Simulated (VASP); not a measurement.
The system is Sc3BP2.

```
Sc B P
1.0
     5.79532    0.00000    0.00000
    -2.89766    5.01890    0.00000
     0.00000    0.00000    3.39752
Sc B P
3 1 2
Direct
  0.00000 0.50000 0.00000
  0.50000 0.50000 0.00000
  0.50000 0.00000 0.00000
  0.00000 0.00000 0.50000
  0.66667 0.33333 0.50000
  0.33333 0.66667 0.50000
```

```yaml
Program: VASP 6.6.1
Task: relaxation of cell and atoms
Functional: PBE
Potentials_or_basis: VASP PAW PBE potentials, release 64 (Sc_sv, B, P)
Cutoff: 600 eV
k_mesh: 3 × 3 × 6
Occupations: gaussian, width 0.1 eV
Spin: no spin polarisation
```

At the start: pressure 30.2 GPa; volume 16.47 Å³/atom.

Task: How do energy, volume and symmetry change on relaxing?

Result: Over 5 steps the energy falls by 400.6 meV/atom and the volume is 21.76 Å³/atom (+32.1 %); space group P6/mmm (No. 191, to 0.05 Å).

Step by step:
```csv
step,energy change (eV),largest force (eV/Å),pressure (GPa),volume (Å³)
1,0.0000,0.0000,30.24,98.82
2,-1.4622,0.0000,-8.44,150.27
3,-2.1821,0.0000,0.12,127.27
4,-2.3560,0.0000,0.07,129.18
5,-2.4037,0.0000,0.15,130.56
```

Final structure:
```
CELL_PARAMETERS angstrom
6.53763 0.00000 0.00000
-3.26882 5.66176 0.00000
0.00000 0.00000 3.52734
ATOMIC_POSITIONS crystal
Sc 0.00000 0.50000 0.00000
Sc 0.50000 0.50000 0.00000
Sc 0.50000 0.00000 0.00000
B 0.00000 0.00000 0.50000
P 0.66667 0.33333 0.50000
P 0.33333 0.66667 0.50000
```

Caveat: the k points lie up to 0.37 Å⁻¹ apart in the final cell; the volume moved by over 15 % at a fixed basis, so the end points are rough.
